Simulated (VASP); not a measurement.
# SnO2 (Imma) in VASP: a series of runs

Aim: see how the results for SnO2 move with the level of theory and the settings. Levels: RPBE+D3(BJ), PBEsol. Tasks: relaxation of cell and atoms, single point.

All numbers are computed with VASP 6.6.1; they aren't measurements. Logs are shortened: lines on timing, memory, paths and dates and some standing lists are left out, and cuts for length are marked.

## 1. The cell of the first run

The structure is orthorhombic, space group Imma (No. 74). The conventional cell has a = 6.498 Å, b = 6.829 Å, c = 6.828 Å, α = 90.00°, β = 90.00°, γ = 90.00°. Sn (site symmetry 2/m) has 6 O at 2.09 Å within 2.8 Å. Within 2.8 Å of Sn (site symmetry mm2) lie 6 O at 2.09 to 2.10 Å. Within 2.8 Å of O (site symmetry m) lie 3 Sn at 2.09 to 2.10 Å and 1 O at 2.64 Å. O (site symmetry m) has 3 Sn at 2.09 Å and 1 O at 2.64 Å within 2.8 Å.

## 2. Relaxation of cell and atoms, RPBE+D3(BJ)

INCAR

```
SYSTEM = SnO2
  PREC = Accurate
  ENCUT = 600
  EDIFF = 1E-7
  ISMEAR = -1
  SIGMA = 0.05
  LREAL = .FALSE.
  LASPH = .TRUE.
  NELM = 60
  ALGO = Normal
  ISIF = 3
  LWAVE = .FALSE.
  LCHARG = .FALSE.
  GGA = RP
  IVDW = 12
  IBRION = 2
  NSW = 60
  EDIFFG = -0.01
  KPAR = 2
```

KPOINTS

```
regular mesh
0
G
  6 6 6
  0 0 0
```

POSCAR

```
SnO2
1.0
   -3.2488970000      3.4144700000      3.4140210000
    3.2488970000     -3.4144700000      3.4140210000
    3.2488970000      3.4144700000     -3.4140210000
Sn O
4 8
Direct
    0.5000000000      0.0000000000      0.0000000000
    0.5000000000      0.5000000000      0.5000000000
    0.0035990000      0.7535990000      0.2500000000
    0.9964010000      0.2464010000      0.7500000000
    0.8064960000      0.8037740000      0.4972780000
    0.8064960000      0.3092180000      0.0027220000
    0.3024350000      0.2459400000      0.0564950000
    0.6894450000      0.2459400000      0.4435050000
    0.3105550000      0.7540600000      0.5564950000
    0.1935040000      0.6907820000      0.9972780000
    0.6975650000      0.7540600000      0.9435050000
    0.1935040000      0.1962260000      0.5027220000
```

Potentials or basis: VASP PAW PBE potentials, release 64 (Sn_d, O).

The run is started by

```
$ cat potpaw_PBE.64/Sn_d/POTCAR potpaw_PBE.64/O/POTCAR > POTCAR
$ mpirun -np 2 vasp_std > vasp.out
```

OUTCAR:

```text
SYSTEM = SnO2
   PREC = Accurate
   ENCUT = 600
   EDIFF = 1E-7
   ISMEAR = -1
   LREAL = .FALSE.
   LASPH = .TRUE.
   NELM = 60
   ISIF = 3
   GGA = RP
   IVDW = 12
   IBRION = 2
   NSW = 60
   EDIFFG = -0.01
 IVDW          = 12

 ion  position               nearest neighbor table
   1  0.500  0.000  0.000-   6 2.09  10 2.09   7 2.09  11 2.09   8 2.09   9 2.09   2 3.25   2 3.25

   2  0.500  0.500  0.500-   5 2.09  12 2.09   9 2.09   8 2.09  11 2.09   7 2.09   1 3.25   1 3.25

   3  0.004  0.754  0.250-  10 2.09  12 2.09   9 2.09  11 2.09   5 2.10   6 2.10   4 3.25   4 3.25

   4  0.996  0.246  0.750-   6 2.09   5 2.09   8 2.09   7 2.09  12 2.10  10 2.10   3 3.25   3 3.25

   5  0.806  0.804  0.497-   4 2.09   2 2.09   3 2.10
   6  0.806  0.309  0.003-   4 2.09   1 2.09   3 2.10
   7  0.302  0.246  0.056-   4 2.09   1 2.09   2 2.09
   8  0.689  0.246  0.444-   4 2.09   2 2.09   1 2.09
   9  0.311  0.754  0.556-   3 2.09   2 2.09   1 2.09
  10  0.194  0.691  0.997-   3 2.09   1 2.09   4 2.10
  11  0.698  0.754  0.944-   3 2.09   1 2.09   2 2.09
  12  0.194  0.196  0.503-   3 2.09   2 2.09   4 2.10

  LATTYP: Found a body centered orthorhombic cell.
 ALAT       =     6.4977940000
 B/A-ratio  =     1.0508246337
 C/A-ratio  =     1.0509628345

  Lattice vectors:

 A1 = (  -3.2488970000,  -3.4144700000,   3.4140210000)
 A2 = (   3.2488970000,  -3.4144700000,  -3.4140210000)
 A3 = (   3.2488970000,   3.4144700000,   3.4140210000)

Analysis of symmetry for initial positions (statically):
=====================================================================
 Subroutine PRICEL returns:
 Original cell was already a primitive cell.

 Routine SETGRP: Setting up the symmetry group for a
 body centered orthorhombic supercell.

 Subroutine GETGRP returns: Found  8 space group operations
 (whereof  4 operations were pure point group operations)
 out of a pool of  8 trial point group operations.

The static configuration has the point symmetry C_2h.
 The point group associated with its full space group is D_2h.

Analysis of symmetry for dynamics (positions and initial velocities):
=====================================================================
 Subroutine PRICEL returns:
 Original cell was already a primitive cell.

 Routine SETGRP: Setting up the symmetry group for a
 body centered orthorhombic supercell.

 Subroutine GETGRP returns: Found  8 space group operations
 (whereof  4 operations were pure point group operations)
 out of a pool of  8 trial point group operations.

The dynamic configuration has the point symmetry C_2h.
 The point group associated with its full space group is D_2h.

 Subroutine INISYM returns: Found  8 space group operations
 (whereof  4 operations are pure point group operations),
 and found     1 'primitive' translations

----------------------------------------------------------------------------------------

                                     Primitive cell

  volume of cell :     151.4905

  direct lattice vectors                    reciprocal lattice vectors
    -3.248897000  3.414470000  3.414021000     0.000000000  0.146435611  0.146454869
     3.248897000 -3.414470000  3.414021000     0.153898385  0.000000000  0.146454869
     3.248897000  3.414470000 -3.414021000     0.153898385  0.146435611  0.000000000

  length of vectors
     5.819748834  5.819748834  5.819748834     0.207104845  0.212447032  0.212433756

  position of ions in fractional coordinates (direct lattice)
     0.500000000  0.000000000  0.000000000
     0.500000000  0.500000000  0.500000000
     0.003599000  0.753599000  0.250000000
     0.996401000  0.246401000  0.750000000
     0.806496000  0.803774000  0.497278000
     0.806496000  0.309218000  0.002722000
     0.302435000  0.245940000  0.056495000
     0.689445000  0.245940000  0.443505000
     0.310555000  0.754060000  0.556495000
     0.193504000  0.690782000  0.997278000
     0.697565000  0.754060000  0.943505000
     0.193504000  0.196226000  0.502722000

  ion indices of the primitive-cell ions
   primitive index   ion index
                 1           1
                 2           2
                 3           3
                 4           4
                 5           5
                 6           6
                 7           7
                 8           8
                 9           9
                10          10
                11          11
                12          12

----------------------------------------------------------------------------------------

 KPOINTS: regular mesh

Automatic generation of k-mesh.
 Grid dimensions read from file:
 generate k-points for:    6    6    6

 Generating k-lattice:

  Cartesian coordinates                     Fractional coordinates (reciprocal lattice)
     0.000000000  0.024405935  0.024409145     0.166666667  0.000000000 -0.000000000
     0.025649731  0.000000000  0.024409145     0.000000000  0.166666667 -0.000000000
     0.025649731  0.024405935  0.000000000     0.000000000  0.000000000  0.166666667

  Length of vectors
     0.034517474  0.035407839  0.035405626

  Shift w.r.t. Gamma in fractional coordinates (k-lattice)
     0.000000000  0.000000000  0.000000000

 Subroutine IBZKPT returns following result:
 ===========================================

 Found     46 irreducible k-points:

 Following reciprocal coordinates:
            Coordinates               Weight
  0.000000  0.000000  0.000000      1.000000
  0.166667  0.000000  0.000000      4.000000
  0.333333  0.000000  0.000000      4.000000
  0.500000  0.000000 -0.000000      2.000000
 -0.000000  0.166667  0.000000      4.000000
  0.166667  0.166667  0.000000      8.000000
[... 16 lines left out ...]
 -0.166667  0.166667  0.166667      2.000000
  0.166667  0.333333  0.166667      4.000000
 [... further k-points ...]
   k-points           NKPTS =     46   k-points in BZ     NKDIM =     46   number of bands    NBANDS=     62
   number of dos      NEDOS =    301   number of ions     NIONS =     12
   total plane-waves  NPLWV = 110592
   dimension x,y,z NGX =    48 NGY =   48 NGZ =   48
   dimension x,y,z NGXF=    96 NGYF=   96 NGZF=   96
   ions per type =               4   8
   NGX,Y,Z   is equivalent  to a cutoff of  13.71, 13.71, 13.71 a.u.
   NGXF,Y,Z  is equivalent  to a cutoff of  27.42, 27.42, 27.42 a.u.
 SYSTEM =  SnO2
   PREC   = accura    normal or accurate (medium, high low for compatibility)
   ISTART =      0    job   : 0-new  1-cont  2-samecut
   ICHARG =      2    charge: 1-file 2-atom 10-const
   ISPIN  =      1    spin polarized calculation?
   LNONCOLLINEAR =      F non collinear calculations
   LSORBIT =      F    spin-orbit coupling
   LASPH  =      T    aspherical Exc in radial PAW
   ENCUT  =  600.0 eV  44.10 Ry    6.64 a.u.  11.62 11.62 11.62*2*pi/ulx,y,z
   NELM   =     60;   NELMIN=  2; NELMDL= -5     # of ELM steps
   EDIFF  = 0.1E-06   stopping-criterion for ELM
   LREAL  =      F    real-space projection
   EDIFFG = -.1E-01   stopping-criterion for IOM
   NSW    =     60    number of steps for IOM
   IBRION =      2    ionic relax: 0-MD 1-quasi-New 2-CG
   NFREE  =      1    steps in history (QN), initial steepest desc. (CG)
   ISIF   =      3    stress and relaxation
   ISYM   =      2    0-nonsym 1-usesym 2-fastsym
   POTIM  = 0.5000    time-step for ionic-motion
   TEBEG  =    0.0;   TEEND  =   0.0 temperature during run
   PSTRESS=    0.0 pullay stress
   NELECT =     104.0000    total number of electrons
   NUPDOWN=      -1.0000    fix difference up-down
   EMIN   =  10.00;   EMAX   =-10.00  energy-range for DOS
   EFERMI =   0.00;   METHOD = LEGACY
   ISMEAR =    -1;   SIGMA  =   0.05  broadening in eV -4-tet -1-fermi 0-gaus
   EFERMI_NEDOS =   21; number of points for ismear=-14 and -15
   IALGO  =     38    algorithm
   IMIX   =      4    mixing-type and parameters
     AMIX     =   0.40;   BMIX     =  1.00
     AMIX_MAG =   1.60;   BMIX_MAG =  1.00
  volume/ion in A,a.u.               =      12.62        85.19
  Fermi-wavevector in a.u.,A,eV,Ry     =   1.444189  2.729122 28.377438  2.085683
  Thomas-Fermi vector in A             =   2.562512
   LORBIT       =      0    0 simple, 1 ext, 2 COOP (PROOUT), +10 PAW based schemes
   GGA     = RP    functional components
   LHFCALC =     F    Hartree Fock is set to
   AEXX    =    0.0000 exact exchange contribution
   IVDW    =    12    specifies the selected vdW correction
   LEPSILON=     F    determine dielectric tensor
   LRPA    =     F    only Hartree local field effects (RPA)
 conjugate gradient relaxation of ions
 non-spin polarized calculation
  energy-cutoff  :      600.00
  volume of cell :      151.49
 maximum number of plane-waves:      5105
 NGX is ok and might be reduce to    48
   NGX = 23   NGY = 23   NGZ = 23

--------------------------------------- Ionic step        1  -------------------------------------------

 number of electron     104.0000018 magnetization

 Free energy of the ion-electron system (eV)
  ---------------------------------------------------
  ext. energy  EPLUGINS =         0.00000000
  ---------------------------------------------------
  free energy    TOTEN  =       -69.97785079 eV

  energy without entropy =      -69.97783935  energy(sigma->0) =      -69.97784507

------------------------ aborting loop because EDIFF is reached ----------------------------------------

 Edisp (eV)  -10.11064

 E8    (eV) :    -5.9988

  FORCE on cell =-STRESS in cart. coord.  units (eV):
  Direction    XX          YY          ZZ          XY          YZ          ZX
  --------------------------------------------------------------------------------------
  -------------------------------------------------------------------------------------
  Total     -10.81240    -9.11730    -9.09519     0.00000     0.00000     0.00000
  in kB    -114.35289   -96.42541   -96.19154     0.00000     0.00000     0.00000
  external pressure =     -102.32 kB  Pullay stress =        0.00 kB
[... 127 lines left out ...]
  FREE ENERGIE OF THE ION-ELECTRON SYSTEM (eV)
  ---------------------------------------------------
  free  energy   TOTEN  =       -80.3687129806 eV

  energy  without entropy=      -80.3687129469  energy(sigma->0) =      -80.36871296

[... ionic steps 4 to 18 ...]

--------------------------------------- Ionic step       19  -------------------------------------------

 number of electron     104.0000000 magnetization

------------------------ aborting loop because EDIFF is reached ----------------------------------------

 Edisp (eV)  -10.88209

 E8    (eV) :    -6.4862
[... 89 lines left out ...]
  energy  without entropy=      -80.3856337091  energy(sigma->0) =      -80.38563373

--------------------------------------- Ionic step       21  -------------------------------------------

 number of electron     104.0000000 magnetization

 Free energy of the ion-electron system (eV)
  ---------------------------------------------------
  ext. energy  EPLUGINS =         0.00000000
  ---------------------------------------------------
  free energy    TOTEN  =       -69.47666628 eV

  energy without entropy =      -69.47666625  energy(sigma->0) =      -69.47666627

 E-fermi :   7.0080     XC(G=0): -11.0309

 val. band max:        6.3213493960   @ k =   0.0000   0.0000   0.0000
 cond. band min:       7.6543904809   @ k =   0.0000   0.0000   0.0000
 fundamental gap:      1.3330410849
 Fermi energy:         7.0079884898

 k-point     1 :       0.0000    0.0000    0.0000
  band No.  band energies     occupation
      1     -14.8494      2.00000
      2     -14.5694      2.00000
      3     -14.5694      2.00000
      4     -14.1353      2.00000
      5     -14.1352      2.00000
      6     -14.0207      2.00000
[... 1549 lines left out ...]
     61      15.7022      0.00000
     62      15.7026      0.00000

 [... further k-points ...]

------------------------ aborting loop because EDIFF is reached ----------------------------------------

 Edisp (eV)  -10.90909

 E8    (eV) :    -6.5033

  FORCE on cell =-STRESS in cart. coord.  units (eV):
  Direction    XX          YY          ZZ          XY          YZ          ZX
  --------------------------------------------------------------------------------------
  -------------------------------------------------------------------------------------
  Total       0.07386     0.01256     0.01279     0.00000     0.00000     0.00000
  in kB       0.82928     0.14108     0.14362     0.00000     0.00000     0.00000
  external pressure =        0.37 kB  Pullay stress =        0.00 kB
[... 27 lines left out ...]
  FREE ENERGIE OF THE ION-ELECTRON SYSTEM (eV)
  ---------------------------------------------------
  free  energy   TOTEN  =       -80.3857571373 eV

  energy  without entropy=      -80.3857571034  energy(sigma->0) =      -80.38575712

 reached required accuracy - stopping structural energy minimisation
```

It took 36 min on 2 MPI ranks of Intel Xeon 6975P-C (Granite Rapids), shared host; peak memory 0.6 GiB.

Results:

```yaml
Free_energy: -80.3858 eV
Relaxed_volume: 11.89 Å³/atom
Relaxed_cell: a = 5.704 Å, b = 5.704 Å, c = 5.704 Å, α = 111.77°, β = 108.33°, γ = 108.33°
Space_group_after_relaxing_to_0.1_Å: P4_2/mnm (No. 136)
Energy_gained_by_relaxing: 24.8 meV/atom
Ionic_steps: 21
Pressure_after_relaxing: 0.0 GPa
Largest_force_after_relaxing: 0.005 eV/Å
Band_gap_on_the_k_mesh: 1.33 eV
Dispersion_energy_per_atom: -0.909 eV
```

Forces on the atoms (eV/Å):
```
Sn   0.000  0.000  0.000
Sn   0.000  0.000  0.000
Sn   0.000  0.000  0.003
Sn   0.000  0.000 -0.003
O    0.000  0.000 -0.004
O    0.000  0.000 -0.004
O    0.000 -0.004  0.002
O    0.000  0.004  0.002
O    0.000 -0.004 -0.002
O    0.000  0.000  0.004
O    0.000  0.004 -0.002
O    0.000  0.000  0.004
```

Step by step:
```csv
step,energy change (eV),largest force (eV/Å),pressure (GPa),volume (Å³)
1,0.0000,0.0350,-10.23,151.49
2,0.1210,0.5422,15.24,134.49
3,-0.2802,0.2226,-0.25,143.36
4,-0.2803,0.2275,-0.02,143.20
5,-0.2949,0.0523,0.17,142.58
6,-0.2951,0.0313,0.15,142.63
7,-0.2956,0.0225,-0.18,142.83
8,-0.2956,0.0217,-0.21,142.85
9,-0.2958,0.0213,0.03,142.67
10,-0.2958,0.0204,0.02,142.68
11,-0.2960,0.0168,0.04,142.66
12,-0.2962,0.0167,0.08,142.62
13,-0.2962,0.0376,0.15,142.53
14,-0.2963,0.0296,0.13,142.56
15,-0.2963,0.0289,0.12,142.57
16,-0.2965,0.0270,0.09,142.60
17,-0.2967,0.0235,0.03,142.65
18,-0.2971,0.0176,-0.10,142.76
19,-0.2969,0.0107,-0.37,142.97
20,-0.2971,0.0150,-0.20,142.83
21,-0.2973,0.0049,0.04,142.69
```

Final structure:
```xyz
12
Lattice="-3.1991 3.3393 3.3394 3.1991 -3.3393 3.3394 3.1991 3.3393 -3.3394" Properties=species:S:1:pos:R:3 pbc="T T T"
Sn    1.5995   -1.6697    5.0090
Sn    1.5995    1.6697    1.6697
Sn    0.0000    1.6697    5.0088
Sn    3.1991    1.6697   -1.6695
O     1.5995    1.6697    3.7093
O    -1.5995    1.6697    3.7093
O     0.0000    0.3699    1.6692
O     0.0000    2.9694    1.6692
O     3.1991    0.3699    1.6702
O     4.7986    1.6697   -0.3699
O     3.1991    2.9694    1.6702
O     1.5996    1.6697   -0.3699
```

Levels at points of the mesh, in eV from the valence-band top:
```
           k point  band 50  band 51  band 52  band 53  band 54  band 55
(0.00, 0.00, 0.00)    -0.77    -0.77     0.00     1.33     4.94     4.94
(0.50, 0.00, 0.00)    -0.68    -0.62    -0.62     4.54     4.55     6.58
(0.00, 0.50, 0.00)    -0.85    -0.51    -0.51     4.66     4.66     6.31
(0.50, 0.50, 0.00)    -0.85    -0.51    -0.51     4.66     4.66     6.31
(0.50, 0.50, 0.50)    -1.25    -0.89    -0.89     4.97     4.97     6.29
```

Caveat: the PAW data sets were made with another functional, which shifts forces and pressure a little; spin-orbit coupling is left out, which moves the levels of the heavy elements.

(Continued in part 2 of 2.)
